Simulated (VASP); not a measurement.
# BePtBr2 (P-3m1) in VASP: a series of runs, part 2 of 2

VASP 6.6.1. Earlier steps stand in the parts before.

### 4 Relaxation of cell and atoms, PBE

INCAR reads:

```
SYSTEM = BePtBr2
ALGO = Normal
EDIFF = 1E-6
EDIFFG = -0.01
ENCUT = 600
GGA = PE
IBRION = 2
ISIF = 3
ISMEAR = 0
LASPH = .TRUE.
LCHARG = .FALSE.
LREAL = .FALSE.
LWAVE = .FALSE.
NELM = 100
NSW = 100
PREC = Accurate
SIGMA = 0.1
```

KPOINTS reads:

```
k-points
0
G
  18 18 6
  0 0 0
```

POSCAR reads:

```
BePtBr2
1.0
    3.2025795558      0.0000000000      0.0000000000
   -1.6012897779      2.7735152530      0.0000000000
    0.0000000000      0.0000000000     10.6605339610
Be Pt Br
1 1 2
Direct
    0.0000000000      0.0000000000      0.5000000000
    0.0000000000      0.0000000000      0.0000000000
    0.3333333333      0.6666666667      0.6339568980
    0.6666666667      0.3333333333      0.3660431020
```

Command:

```sh
cat potpaw_PBE.64/Be/POTCAR potpaw_PBE.64/Pt/POTCAR potpaw_PBE.64/Br/POTCAR > POTCAR
mpirun -np 1 vasp_std > vasp.out
```

Wall time 35 min (1 thread of AMD EPYC, shared host); peak memory 0.58 GiB.

Results (log left out):

* Free energy: -12.2793 eV
* Relaxed volume: 23.71 Å³/atom
* Relaxed cell: a = 3.205 Å, b = 3.205 Å, c = 10.664 Å, α = 90.00°, β = 90.00°, γ = 120.00°
* Space group after relaxing (to 0.05 Å): P-3m1 (No. 164)
* Energy gained by relaxing: 0.0 meV/atom
* Ionic steps: 2
* Pressure after relaxing: 0.0 GPa
* Largest force after relaxing: 0.006 eV/Å
* Band gap on the k mesh: zero (band 13 reaches 2.53 eV, above the bottom of band 14 at 2.06 eV)

Forces in eV/Å, atoms in the order of the input:
```
Be   0.000  0.000  0.000
Pt   0.000  0.000  0.000
Br   0.000  0.000 -0.006
Br   0.000  0.000  0.006
```

Final structure:
```
Be Pt Br
1.0
     3.20454    0.00000    0.00000
    -1.60227    2.77521    0.00000
     0.00000    0.00000   10.66414
Be Pt Br
1 1 2
Direct
  0.00000 0.00000 0.50000
  0.00000 0.00000 0.00000
  0.33333 0.66667 0.63398
  0.66667 0.33333 0.36602
```

Levels at points of the mesh, in eV from the Fermi level:
```tsv
k point	band 9	band 10	band 11	band 12	band 13	band 14	band 15	band 16	band 17
(0.00, 0.00, 0.00)	-0.12	-0.12	-0.08	-0.08	0.10	0.10	3.44	5.90	6.03
(0.50, 0.00, 0.00)	-1.30	-0.92	-0.18	-0.13	0.39	2.94	3.55	4.06	5.48
(0.00, 0.00, 0.50)	-0.12	-0.12	-0.08	-0.08	0.10	0.10	2.88	5.86	6.65
(0.50, 0.00, 0.50)	-1.33	-0.92	-0.19	-0.15	0.39	2.87	3.59	4.00	5.69
```

Caveat: spin-orbit coupling is left out, which moves the levels of the heavy elements.

### 5 Relaxation of cell and atoms, PBE

This run uses another cell than the first one, of 20.32 Å³/atom, 0.858 times its volume.

INCAR reads:

```
SYSTEM = BePtBr2
PREC = Accurate
ENCUT = 600
EDIFF = 1E-6
ISMEAR = 0
SIGMA = 0.1
LREAL = .False.
LASPH = .True.
NELM = 100
ALGO = Normal
ISIF = 3
LWAVE = .False.
LCHARG = .False.
GGA = PE
IBRION = 2
NSW = 100
EDIFFG = -0.01
```

KPOINTS reads:

```
Automatic mesh
0
Gamma
  18 18 6
  0 0 0
```

POSCAR reads:

```
BePtBr2
1.0
    3.2433129692      0.0000000000      0.0000000000
   -1.6216564846      2.8087914237      0.0000000000
    0.0000000000      0.0000000000      8.9225509674
Be Pt Br
1 1 2
Direct
    0.0000000000      0.0000000000      0.5000000000
    0.0000000000      0.0000000000      0.0000000000
    0.3333333333      0.6666666667      0.6588521364
    0.6666666667      0.3333333333      0.3411478636
```

Command:

```sh
cat potpaw_PBE.64/Be/POTCAR potpaw_PBE.64/Pt/POTCAR potpaw_PBE.64/Br/POTCAR > POTCAR
mpirun -np 1 vasp_std > vasp.out
```

It took 1.7 h on 1 thread of Intel Xeon Platinum 8124M at 3.00GHz (Skylake/Cascade Lake), shared host; peak memory 0.58 GiB.

The run converged. Its results:

- Free energy: -12.2769 eV
- Relaxed volume: 23.99 Å³/atom
- Relaxed cell: a = 3.206 Å, b = 3.206 Å, c = 10.780 Å, α = 90.00°, β = 90.00°, γ = 120.00°
- Space group after relaxing (to 0.05 Å): P-3m1 (No. 164)
- Energy gained by relaxing: 6.2 meV/atom
- Ionic steps: 45
- Pressure after relaxing: -0.1 GPa
- Band gap on the k mesh: zero (band 13 reaches 2.42 eV, above the bottom of band 14 at 1.96 eV)

Forces on the atoms (eV/Å):
```
Be   0.000  0.000  0.000
Pt   0.000  0.000  0.000
Br   0.000  0.000  0.002
Br   0.000  0.000 -0.002
```

The path:
| step | energy change (eV) | largest force (eV/Å) | pressure (GPa) | volume (Å³) |
| --- | --- | --- | --- | --- |
| 1 | 0.0000 | 0.0117 | 0.05 | 81.28 |
| 3 | -0.0013 | 0.0972 | 0.06 | 81.47 |
| 5 | -0.0038 | 0.0577 | 0.22 | 81.91 |
| 7 | -0.0066 | 0.1579 | 1.13 | 83.86 |
| 9 | -0.0075 | 0.1000 | 0.87 | 83.47 |
| 11 | -0.0098 | 0.0944 | 0.77 | 84.30 |
| 13 | -0.0166 | 0.0966 | 0.41 | 87.61 |
| 15 | -0.0093 | 0.3425 | 0.26 | 100.95 |
| 17 | -0.0149 | 0.0994 | -0.21 | 105.38 |
| 19 | -0.0184 | 0.0995 | 0.24 | 102.55 |
| 21 | -0.0195 | 0.0175 | -0.04 | 102.39 |
| 23 | -0.0198 | 0.0128 | -0.08 | 102.37 |
| 25 | -0.0202 | 0.0022 | -0.21 | 102.12 |
| 27 | -0.0207 | 0.0905 | -0.02 | 100.84 |
| 29 | -0.0211 | 0.0699 | -0.03 | 100.77 |
| 31 | -0.0221 | 0.0708 | 0.39 | 97.66 |
| 33 | -0.0228 | 0.0447 | 0.22 | 98.20 |
| 35 | -0.0237 | 0.0270 | -0.01 | 97.50 |
| 37 | -0.0242 | 0.0128 | -0.06 | 97.02 |
| 39 | -0.0243 | 0.0251 | -0.01 | 96.89 |
| 41 | -0.0244 | 0.0172 | 0.08 | 96.36 |
| 43 | -0.0245 | 0.0146 | -0.01 | 96.21 |
| 45 | -0.0247 | 0.0020 | -0.06 | 95.97 |

Final structure:
```
Be Pt Br
1.0
     3.20618    0.00000    0.00000
    -1.60309    2.77664    0.00000
     0.00000    0.00000   10.78042
Be Pt Br
1 1 2
Direct
  0.00000 0.00000 0.50000
  0.00000 0.00000 0.00000
  0.33333 0.66667 0.63245
  0.66667 0.33333 0.36755
```

Levels at points of the mesh, in eV from the Fermi level:
```
           k point  band 9  band 10  band 11  band 12  band 13  band 14  band 15  band 16  band 17
(0.00, 0.00, 0.00)   -0.12    -0.12    -0.08    -0.08     0.10     0.10     3.39     5.89     5.98
(0.50, 0.00, 0.00)   -1.30    -0.92    -0.18    -0.13     0.38     2.95     3.56     4.05     5.51
(0.00, 0.00, 0.50)   -0.12    -0.12    -0.09    -0.09     0.10     0.10     2.88     5.85     6.65
(0.50, 0.00, 0.50)   -1.33    -0.91    -0.18    -0.15     0.38     2.89     3.59     3.99     5.70
```

Caveat: the volume moved by over 15 % at a fixed basis, so the end points are rough; spin-orbit coupling is left out, which moves the levels of the heavy elements.

### 6 The runs side by side

```tsv
task	cell	cutoff (eV)	gap on the mesh (eV)	pressure (GPa)	relaxed volume (Å³/atom)	largest force (eV/Å)
single point	a = 3.203, b = 3.203, c = 10.661 Å, angles 90.0, 90.0, 120.0°, 4 atoms	520	none	0.1	-	0.01
relaxation of cell and atoms	relaxed from a = 3.203, b = 3.203, c = 10.661 Å, angles 90.0, 90.0, 120.0°, 4 atoms	600	none	0.0	23.71	0.01
relaxation of cell and atoms	relaxed from a = 3.243, b = 3.243, c = 8.923 Å, angles 90.0, 90.0, 120.0°, 4 atoms	600	none	-0.1	23.99	-
```

Alike in all rows: level PBE; potentials or basis VASP PAW PBE potentials, release 64 (Be, Pt, Br); no spin polarisation; k mesh 18 × 18 × 6; smearing gaussian 0.1 eV.

Caveats: spin-orbit coupling is left out, which moves the levels of the heavy elements; the volume moved by over 15 % at a fixed basis, so the end points are rough (some runs).

Absolute energies hang on the potentials; compare differences alone.
